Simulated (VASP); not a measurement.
Set up this calculation in VASP 6.6.1, as the native input.

```
Task                   : single point
Functional             : PBE
Potentials or basis    : VASP PAW PBE potentials, release 64 (Co)
Cutoff                 : 600 eV
k mesh                 : 5 × 5 × 2
Occupations            : fermi-dirac, width 0.1 eV
Spin                   : collinear spin, ferromagnetic start
Starting moments       : [3.2, 3.2, 3.2, 3.2] μB
Dipole correction      : no
Further INCAR settings : ALGO = Normal; EDIFF = 1e-06; NBANDS = 30
```

The structure of Co lies in POSCAR:

```
Co
1.0
    2.4705620000      0.0000000000      0.0000000000
   -1.2352810000      2.1395694536      0.0000000000
    0.0000000000      0.0000000000      8.0882340000
Co
4
Direct
    0.0000000000      0.0000000000      0.0000000000
    0.0000000000      0.0000000000      0.5000000000
    0.3333333333      0.6666666667      0.2500000000
    0.6666666667      0.3333333333      0.7500000000
```

One way to write it, as run:

INCAR

```
SYSTEM = Co
PREC = Accurate
ENCUT = 600
EDIFF = 1E-6
ISMEAR = -1
SIGMA = 0.1
LREAL = .FALSE.
LASPH = .TRUE.
NELM = 200
ALGO = Normal
ISIF = 2
LWAVE = .FALSE.
LCHARG = .FALSE.
ISPIN = 2
MAGMOM = 3.2 3.2 3.2 3.2
LORBIT = 11
LMAXMIX = 4
GGA = PE
NBANDS = 30
GGA_COMPAT = .FALSE.
```

KPOINTS

```
regular mesh
0
G
  5 5 2
  0 0 0
```

Potentials or basis: VASP PAW PBE potentials, release 64 (Co).

Launch:

```sh
$ cat potpaw_PBE.64/Co/POTCAR > POTCAR
$ mpirun -np 1 vasp_std > vasp.out
```

It gave:

```json
{"Pressure": "5.4 GPa", "Net moment": "6.85 μB per cell", "Site moments": "Co +1.72 μB", "Valence electrons inside the program's atomic spheres": "Co 8.30"}
```

Caveat: the k points lie up to 0.59 Å⁻¹ apart.

Wall time 34 s on 1 thread of Intel(R) Xeon(R) 6975P-C (Granite Rapids) (shared host), peak memory 0.19 GiB.
